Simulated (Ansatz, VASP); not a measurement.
# Two plane-wave programs on Ti

INCAR

```
ALGO = Fast
EDIFF = 1E-6
ENCUT = 520
GGA = PS
ISIF = 2
ISMEAR = 0
LASPH = T
LCHARG = F
LREAL = F
LWAVE = F
NBANDS = 19
NELM = 80
PREC = Accurate
SIGMA = 0.15
```

The input KPOINTS:

```
k-points
0
Gamma
  18 18 10
```

Contents of POSCAR:

```
Ti
1.0
    2.7139980316      0.0000000000      0.0000000000
   -1.3569990158      2.3503912412      0.0000000000
    0.0000000000      0.0000000000      4.6860000000
Ti
2
Direct
    0.3333333333      0.6666666667      0.2500000000
    0.6666666667      0.3333333333      0.7500000000
```

Input for Ansatz:

```yaml
crystal:
  lattice:
    - [2.7139980316, 0.0, 0.0]
    - [-1.3569990158, 2.3503912412, 0.0]
    - [0.0, 0.0, 4.686]
  atoms:
    - { symbol: Ti, position: [0.3333333333, 0.6666666667, 0.25] }
    - { symbol: Ti, position: [0.6666666667, 0.3333333333, 0.75] }
basis:
  ecutwfc: 420
kpoints:
  mp_grid: { grid: [18, 18, 10] }
hamiltonian:
  xc: pbesol
scf:
  occupations: { method: gaussian, width: 0.15 }
output:
  forces: true
  stress: true
  eigenvalues: true
```

Change from the starting cell: strain -0.080 along x and y, +0.000 along z, atoms carried along.

Alike in both runs: task single point; functional PBEsol; k mesh 18 × 18 × 10; occupations gaussian, width 0.15 eV; no spin polarisation.

|  | VASP | Ansatz |
| --- | --- | --- |
| version | VASP 6.6.1 | Ansatz 0.2.0 |
| potentials or method | VASP PAW PBE potentials, release 64 (Ti_sv), cutoff 520 eV | scalar-relativistic, plane waves, PAW |
| valence electrons in the cell | 24 | 24 |

```tsv
	VASP	Ansatz	Ansatz less VASP
gap on the k mesh at the Fermi level (eV)	none	none	-
pressure (GPa)	15.1	15.9	+0.77
traceless stress, the component that is largest in VASP (GPa)	-6.32	-6.35	-0.031
```

VASP's potentials were made for PBE, not for PBEsol. A gap of «none» marks a metal or a gap that the smearing closes. With one functional, cell and mesh, what is left measures potentials, basis and numerics.
